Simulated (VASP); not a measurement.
# I (Cmce) in VASP: a series of runs

The runs below take I through single point, relaxation of cell and atoms, with RPBE.

Everything below comes from runs of VASP 6.6.1. Logs are shortened: lines on timing, memory, paths and dates and some standing lists are left out, and cuts for length are marked.

## Step 1: The cell of the first run

The structure is orthorhombic, space group Cmce (No. 64). The conventional cell has a = 10.606 Å, b = 5.057 Å, c = 9.953 Å, α = 90.00°, β = 90.00°, γ = 90.00°. I (site symmetry m) has 3 I at 2.78 to 3.61 Å within 3.7 Å.

## Step 2: Single point, RPBE

Contents of INCAR:

```
SYSTEM = I
  ALGO = Normal
  EDIFF = 1E-6
  ENCUT = 520
  GGA = RP
  ISIF = 2
  ISMEAR = -1
  LASPH = .TRUE.
  LCHARG = .FALSE.
  LREAL = .FALSE.
  LWAVE = .FALSE.
  NBANDS = 22
  NELM = 100
  PREC = Accurate
  SIGMA = 0.05
```

Contents of KPOINTS:

```
k-points
0
G
  5 5 2
  0 0 0
```

Contents of POSCAR:

```
I
1.0
    5.3032334423     -2.5283571406      0.0000000000
    5.3032334423      2.5283571406      0.0000000000
    0.0000000000      0.0000000000      9.9533321103
I
4
Direct
    0.8593682307      0.1406317693      0.1202110361
    0.6406317693      0.3593682307      0.6202110361
    0.1406317693      0.8593682307      0.8797889639
    0.3593682307      0.6406317693      0.3797889639
```

Potentials or basis: VASP PAW PBE potentials, release 64 (I).

On the command line:

```sh
> cat potpaw_PBE.64/I/POTCAR > POTCAR
> mpirun -np 1 vasp_std > vasp.out
```

OUTCAR:

```text
SYSTEM = I
   EDIFF = 1E-6
   ENCUT = 520
   GGA = RP
   ISIF = 2
   ISMEAR = -1
   LASPH = .TRUE.
   LREAL = .FALSE.
   NELM = 100
   PREC = Accurate

 ion  position               nearest neighbor table
   1  0.859  0.141  0.120-   3 2.78
   2  0.641  0.359  0.620-   4 2.78
   3  0.141  0.859  0.880-   1 2.78
   4  0.359  0.641  0.380-   2 2.78

  LATTYP: Found a base centered orthorhombic cell.
 ALAT       =     5.0567142812
 B/A-ratio  =     2.0975017165
 C/A-ratio  =     1.9683398264

  Lattice vectors:

 A1 = (  -5.3032334423,  -2.5283571406,   0.0000000000)
 A2 = (   5.3032334423,  -2.5283571406,   0.0000000000)
 A3 = (   0.0000000000,   0.0000000000,   9.9533321103)

Analysis of symmetry for initial positions (statically):
=====================================================================
 Subroutine PRICEL returns:
 Original cell was already a primitive cell.

 Routine SETGRP: Setting up the symmetry group for a
 base centered orthorhombic supercell.

 Subroutine GETGRP returns: Found  8 space group operations
 (whereof  4 operations were pure point group operations)
 out of a pool of  8 trial point group operations.

The static configuration has the point symmetry C_2h.
 The point group associated with its full space group is D_2h.

Analysis of symmetry for dynamics (positions and initial velocities):
=====================================================================
 Subroutine PRICEL returns:
 Original cell was already a primitive cell.

 Routine SETGRP: Setting up the symmetry group for a
 base centered orthorhombic supercell.

 Subroutine GETGRP returns: Found  8 space group operations
 (whereof  4 operations were pure point group operations)
 out of a pool of  8 trial point group operations.

The dynamic configuration has the point symmetry C_2h.
 The point group associated with its full space group is D_2h.

 Subroutine INISYM returns: Found  8 space group operations
 (whereof  4 operations are pure point group operations),
 and found     1 'primitive' translations

----------------------------------------------------------------------------------------

                                     Primitive cell

  volume of cell :     266.9179
[... 80 lines left out ...]
   ISPIN  =      1    spin polarized calculation?
   LNONCOLLINEAR =      F non collinear calculations
   LSORBIT =      F    spin-orbit coupling
   LASPH  =      T    aspherical Exc in radial PAW
   ENCUT  =  520.0 eV  38.22 Ry    6.18 a.u.  10.92 10.92 18.51*2*pi/ulx,y,z
   NELM   =    100;   NELMIN=  2; NELMDL= -5     # of ELM steps
   EDIFF  = 0.1E-05   stopping-criterion for ELM
   LREAL  =      F    real-space projection
   EDIFFG = 0.1E-04   stopping-criterion for IOM
   NSW    =      0    number of steps for IOM
   IBRION =     -1    ionic relax: 0-MD 1-quasi-New 2-CG
   NFREE  =      0    steps in history (QN), initial steepest desc. (CG)
   ISIF   =      2    stress and relaxation
   ISYM   =      2    0-nonsym 1-usesym 2-fastsym
   POTIM  = 0.5000    time-step for ionic-motion
   TEBEG  =    0.0;   TEEND  =   0.0 temperature during run
   PSTRESS=    0.0 pullay stress
   NELECT =      28.0000    total number of electrons
   NUPDOWN=      -1.0000    fix difference up-down
   EMIN   =  10.00;   EMAX   =-10.00  energy-range for DOS
   EFERMI =   0.00;   METHOD = LEGACY
   ISMEAR =    -1;   SIGMA  =   0.05  broadening in eV -4-tet -1-fermi 0-gaus
   EFERMI_NEDOS =   21; number of points for ismear=-14 and -15
   IALGO  =     38    algorithm
   IMIX   =      4    mixing-type and parameters
     AMIX     =   0.40;   BMIX     =  1.00
     AMIX_MAG =   1.60;   BMIX_MAG =  1.00
  volume/ion in A,a.u.               =      66.73       450.31
  Fermi-wavevector in a.u.,A,eV,Ry     =   0.772091  1.459040  8.110759  0.596124
  Thomas-Fermi vector in A             =   1.873648
   LORBIT       =      0    0 simple, 1 ext, 2 COOP (PROOUT), +10 PAW based schemes
   GGA     = RP    functional components
   LHFCALC =     F    Hartree Fock is set to
   AEXX    =    0.0000 exact exchange contribution
   IVDW    =     0    specifies the selected vdW correction
   LEPSILON=     F    determine dielectric tensor
   LRPA    =     F    only Hartree local field effects (RPA)
 non-spin polarized calculation
  energy-cutoff  :      520.00
  volume of cell :      266.92
 maximum number of plane-waves:      7214
 NGX is ok and might be reduce to    48
   NGX = 21   NGY = 21   NGZ = 37

 number of electron      28.0000000 magnetization

 Free energy of the ion-electron system (eV)
  ---------------------------------------------------
  ext. energy  EPLUGINS =         0.00000000
  ---------------------------------------------------
  free energy    TOTEN  =        -5.31800703 eV

  energy without entropy =       -5.31800559  energy(sigma->0) =       -5.31800631

 E-fermi :  -0.0611     XC(G=0):  -5.8457

 val. band max:       -0.6856750474   @ k =   0.0000   0.0000   0.0000
 cond. band min:       0.5517252167   @ k =   0.0000   0.0000   0.0000
 fundamental gap:      1.2374002641
 Fermi energy:        -0.0610682527

 k-point     1 :       0.0000    0.0000    0.0000
  band No.  band energies     occupation
      1     -13.5276      2.00000
      2     -13.1207      2.00000
      3     -11.8815      2.00000
      4     -11.1634      2.00000
      5      -4.5646      2.00000
      6      -3.7020      2.00000
[... 439 lines left out ...]
     21       6.7210      0.00000
     22       6.7210      0.00000

------------------------ aborting loop because EDIFF is reached ----------------------------------------

  FORCE on cell =-STRESS in cart. coord.  units (eV):
  Direction    XX          YY          ZZ          XY          YZ          ZX
  --------------------------------------------------------------------------------------
  -------------------------------------------------------------------------------------
  Total        0.0584832     -0.0557388     -0.1041755      0.0000000     -0.0000000      0.0000000
  in kB        0.3510462     -0.3345729     -0.6253145      0.0000000     -0.0000000      0.0000000
  external PRESSURE =      -0.2029471 kB  Pullay stress =       0.0000000 kB

 VOLUME and BASIS-vectors are now :
 -----------------------------------------------------------------------------
  energy-cutoff  :      520.00
  volume of cell :      266.92
      direct lattice vectors                 reciprocal lattice vectors
     5.303233442 -2.528357141  0.000000000     0.094282103 -0.197756872  0.000000000
     5.303233442  2.528357141  0.000000000     0.094282103  0.197756872  0.000000000
     0.000000000  0.000000000  9.953332110     0.000000000  0.000000000  0.100468867

 POSITION                                       TOTAL-FORCE (eV/Angst)
 -----------------------------------------------------------------------------------
      5.30323     -1.81722      1.19650         0.000000     -0.011009     -0.019336
      5.30323     -0.71113      6.17317         0.000000      0.011009     -0.019336
      5.30323      1.81722      8.75683         0.000000      0.011009      0.019336
      5.30323      0.71113      3.78017         0.000000     -0.011009      0.019336
 -----------------------------------------------------------------------------------
    total drift:                               -0.000000      0.000000     -0.000000

  FREE ENERGIE OF THE ION-ELECTRON SYSTEM (eV)
  ---------------------------------------------------
  free  energy   TOTEN  =        -5.3180070294 eV

  energy  without entropy=       -5.3180055899  energy(sigma->0) =       -5.31800631
```

It took 1.9 min on 1 thread of Intel Xeon Platinum 8259CL at 2.50GHz (Skylake/Cascade Lake), shared host; peak memory 0.44 GiB.

Results:

```yaml
Free_energy: -5.3180 eV
Pressure: 0.0 GPa
Largest_force: 0.022 eV/Å
Band_gap_on_the_k_mesh: 1.24 eV
```

Forces on the atoms (eV/Å):
```
I    0.000 -0.011 -0.019
I    0.000  0.011 -0.019
I    0.000  0.011  0.019
I    0.000 -0.011  0.019
```

Stress tensor (GPa, compression positive):
```
 0.04  0.00  0.00
 0.00 -0.03  0.00
 0.00  0.00 -0.06
```

Caveat: this functional lacks dispersion, which holds the molecules together, so the pressure and a relaxed volume are unreliable; the PAW data sets were made with another functional, which shifts forces and pressure a little; spin-orbit coupling is left out, which moves the levels of the heavy elements; an odd mesh through Γ misses points on the zone boundary, where band edges can lie.

## Step 3: Relaxation of cell and atoms, RPBE

This run uses another cell than the first one, of 41.15 Å³/atom.

Contents of INCAR:

```
SYSTEM = I
ALGO     = Normal         ! electronic algorithm
EDIFF    = 1E-6           ! SCF threshold, eV
EDIFFG   = -0.01          ! ionic threshold
ENCUT    = 600            ! plane-wave cutoff, eV
GGA      = RP             ! functional
IBRION   = 2              ! ionic algorithm
ISIF     = 3              ! what is computed and relaxed
ISMEAR   = -1             ! smearing method
LASPH    = .TRUE.         ! aspherical terms in the spheres
LCHARG   = .FALSE.        ! write CHGCAR
LREAL    = .FALSE.        ! projectors in reciprocal space
LWAVE    = .FALSE.        ! write WAVECAR
NELM     = 100            ! most SCF steps
NSW      = 80             ! ionic steps
PREC     = Accurate       ! precision mode
SIGMA    = 0.05           ! smearing width, eV
```

KPOINTS is that of step 2.

Contents of POSCAR:

```
I
1.0
    3.5794500000     -2.3457500000      0.0000000000
    3.5794500000      2.3457500000      0.0000000000
    0.0000000000      0.0000000000      9.8014000000
I
4
Direct
    0.8460000000      0.1540000000      0.1174200000
    0.6540000000      0.3460000000      0.6174200000
    0.1540000000      0.8460000000      0.8825800000
    0.3460000000      0.6540000000      0.3825800000
```

Potentials or basis: VASP PAW PBE potentials, release 64 (I).

On the command line:

```sh
> cat potpaw_PBE.64/I/POTCAR > POTCAR
> mpirun -np 1 vasp_std > vasp.out
```

It took 16 min on 1 thread of Intel Xeon Platinum 8259CL at 2.50GHz (Skylake/Cascade Lake), shared host; peak memory 0.34 GiB.

The run converged. Its results:

| Item | Value |
| --- | --- |
| Free energy | -5.3145 eV |
| Relaxed volume | 68.14 Å³/atom |
| Relaxed cell | a = 5.985 Å, b = 5.985 Å, c = 9.975 Å, α = 90.00°, β = 90.00°, γ = 49.72° |
| Space group after relaxing (to 0.1 Å) | Cmce (No. 64) |
| Energy gained by relaxing | 136.9 meV/atom |
| Ionic steps | 33 |
| Pressure after relaxing | 0.0 GPa |
| Largest force after relaxing | 0.004 eV/Å |
| Band gap on the k mesh | 1.23 eV |

Forces on the atoms (eV/Å):
```
I    0.000  0.003 -0.002
I    0.000 -0.003 -0.002
I    0.000 -0.003  0.002
I    0.000  0.003  0.002
```

Step by step:
| step | energy change (eV) | largest force (eV/Å) | pressure (GPa) | volume (Å³) |
| --- | --- | --- | --- | --- |
| 1 | 0.0000 | 0.5051 | 2.99 | 164.59 |
| 2 | -0.1492 | 0.4207 | -0.09 | 183.55 |
| 3 | -0.1532 | 0.3228 | 0.26 | 180.51 |
| 4 | -0.2676 | 0.2515 | 0.20 | 189.03 |
| 5 | -0.4576 | 0.0547 | 0.35 | 214.80 |
| 6 | -0.4409 | 0.8518 | 1.16 | 266.90 |
| 7 | -0.4964 | 0.4559 | 0.78 | 245.12 |
| 8 | -0.5288 | 0.1422 | -0.26 | 270.43 |
| 9 | -0.5328 | 0.0134 | -0.03 | 263.72 |
| 10 | -0.5328 | 0.0181 | -0.03 | 264.10 |
| 11 | -0.5317 | 0.0794 | -0.16 | 267.25 |
| 12 | -0.5327 | 0.0218 | -0.07 | 264.48 |
| 13 | -0.5340 | 0.0306 | 0.02 | 263.50 |
| 14 | -0.5343 | 0.0623 | 0.08 | 262.85 |
| 15 | -0.5352 | 0.0570 | 0.07 | 262.79 |
| 16 | -0.5377 | 0.0416 | 0.06 | 262.61 |
| 17 | -0.5416 | 0.0096 | 0.02 | 262.19 |
| 18 | -0.5450 | 0.0572 | -0.03 | 261.15 |
| 19 | -0.5453 | 0.0164 | 0.11 | 260.05 |
| 20 | -0.5456 | 0.0162 | 0.05 | 260.50 |
| 21 | -0.5459 | 0.0146 | 0.04 | 261.35 |
| 22 | -0.5465 | 0.0138 | 0.01 | 263.88 |
| 23 | -0.5465 | 0.0145 | 0.00 | 264.43 |
| 24 | -0.5466 | 0.0394 | 0.07 | 265.46 |
| 25 | -0.5467 | 0.0163 | 0.04 | 264.98 |
| 26 | -0.5469 | 0.0163 | 0.03 | 266.55 |
| 27 | -0.5474 | 0.0167 | 0.00 | 271.29 |
| 28 | -0.5474 | 0.0167 | 0.00 | 271.96 |
| 29 | -0.5475 | 0.0084 | 0.00 | 272.19 |
| 30 | -0.5477 | 0.0098 | -0.01 | 272.69 |
| 31 | -0.5477 | 0.0074 | -0.01 | 272.63 |
| 32 | -0.5475 | 0.0280 | 0.06 | 272.23 |
| 33 | -0.5477 | 0.0038 | 0.00 | 272.54 |

Final structure:
```
I
1.0
     5.43009   -2.51576    0.00000
     5.43009    2.51576    0.00000
     0.00000    0.00000    9.97538
I
4
Direct
  0.86008 0.13992 0.12019
  0.63992 0.36008 0.62019
  0.13992 0.86008 0.87981
  0.36008 0.63992 0.37981
```

Levels at points of the mesh, in eV from the valence-band top:
| k point | band 12 | band 13 | band 14 | band 15 | band 16 | band 17 |
| --- | --- | --- | --- | --- | --- | --- |
| (0.00, 0.00, 0.00) | -0.67 | -0.26 | 0.00 | 1.23 | 1.84 | 4.69 |
| (0.00, 0.00, 0.50) | -0.78 | -0.28 | -0.28 | 1.45 | 1.45 | 5.12 |

Caveat: the volume moved by over 15 % at a fixed basis, so the end points are rough; this functional lacks dispersion, which holds the molecules together, so the pressure and a relaxed volume are unreliable; the PAW data sets were made with another functional, which shifts forces and pressure a little; spin-orbit coupling is left out, which moves the levels of the heavy elements; an odd mesh through Γ misses points on the zone boundary, where band edges can lie.

## Step 4: Single point, RPBE

Contents of INCAR:

```
ALGO     = Normal         # electronic algorithm
EDIFF    = 1E-6           # SCF threshold, eV
ENCUT    = 520            # plane-wave cutoff, eV
GGA      = RP             # functional
ISIF     = 2              # what is computed and relaxed
ISMEAR   = -1             # smearing method
LASPH    = T              # aspherical terms in the spheres
LCHARG   = F              # write CHGCAR
LREAL    = F              # projectors in reciprocal space
LWAVE    = F              # write WAVECAR
NBANDS   = 22             # bands
NELM     = 80             # most SCF steps
PREC     = Accurate       # precision mode
SIGMA    = 0.05           # smearing width, eV
```

Contents of KPOINTS:

```
k-points
0
Gamma
  7 7 3
```

Contents of POSCAR:

```
I
1.0
    5.3032334423     -2.5283571406      0.0000000000
    5.3032334423      2.5283571406      0.0000000000
    0.0000000000      0.0000000000      9.9533321103
I
4
Direct
    0.8593682307      0.1406317693      0.1202110361
    0.6406317693      0.3593682307      0.6202110361
    0.1406317693      0.8593682307      0.8797889639
    0.3593682307      0.6406317693      0.3797889639
```

On the command line:

```sh
> cat potpaw_PBE.64/I/POTCAR > POTCAR
> mpirun -np 1 vasp_std > vasp.out
```

It took 2.6 min on 1 thread of Intel Xeon Platinum 8259CL at 2.50GHz (Skylake/Cascade Lake), shared host; peak memory 0.51 GiB.

It converged, with:

* Free energy: -5.3208 eV
* Pressure: 0.0 GPa
* Largest force: 0.020 eV/Å
* Band gap on the k mesh: 1.24 eV

Forces in eV/Å, atoms in the order of the input:
```
I    0.000 -0.010 -0.017
I    0.000  0.010 -0.017
I    0.000  0.010  0.017
I    0.000 -0.010  0.017
```

Stress tensor (GPa, compression positive):
```
 0.04  0.00  0.00
 0.00 -0.05  0.00
 0.00  0.00 -0.07
```

Levels at points of the mesh, in eV from the valence-band top:
```csv
k point,band 11,band 12,band 13,band 14,band 15,band 16,band 17,band 18
"(0.00, 0.00, 0.00)",-1.04,-0.65,-0.26,0.00,1.24,1.82,4.74,5.64
```

Caveat: this functional lacks dispersion, which holds the molecules together, so the pressure and a relaxed volume are unreliable; the PAW data sets were made with another functional, which shifts forces and pressure a little; spin-orbit coupling is left out, which moves the levels of the heavy elements; an odd mesh through Γ misses points on the zone boundary, where band edges can lie.

## Step 5: Overview

```csv
task,cell,k mesh,cutoff (eV),gap on the mesh (eV),pressure (GPa),largest force (eV/Å)
single point,"a = 5.875, b = 5.875, c = 9.953 Å, angles 90.0, 90.0, 51.0°, 4 atoms, atomic positions A",5 × 5 × 2,520,1.24,0.0,0.02
relaxation of cell and atoms,"relaxed from a = 4.280, b = 4.280, c = 9.801 Å, angles 90.0, 90.0, 66.5°, 4 atoms, atomic positions B",5 × 5 × 2,600,1.23,0.0,-
single point,"a = 5.875, b = 5.875, c = 9.953 Å, angles 90.0, 90.0, 51.0°, 4 atoms, atomic positions A",7 × 7 × 3,520,1.24,0.0,0.02
```

Alike in all rows: level RPBE; potentials or basis VASP PAW PBE potentials, release 64 (I); no spin polarisation; smearing fermi-dirac 0.05 eV.

Caveats: this functional lacks dispersion, which holds the molecules together, so the pressure and a relaxed volume are unreliable; the PAW data sets were made with another functional, which shifts forces and pressure a little; spin-orbit coupling is left out, which moves the levels of the heavy elements; an odd mesh through Γ misses points on the zone boundary, where band edges can lie; the volume moved by over 15 % at a fixed basis, so the end points are rough (at least some runs).

Absolute energies hang on the potentials; compare differences alone.
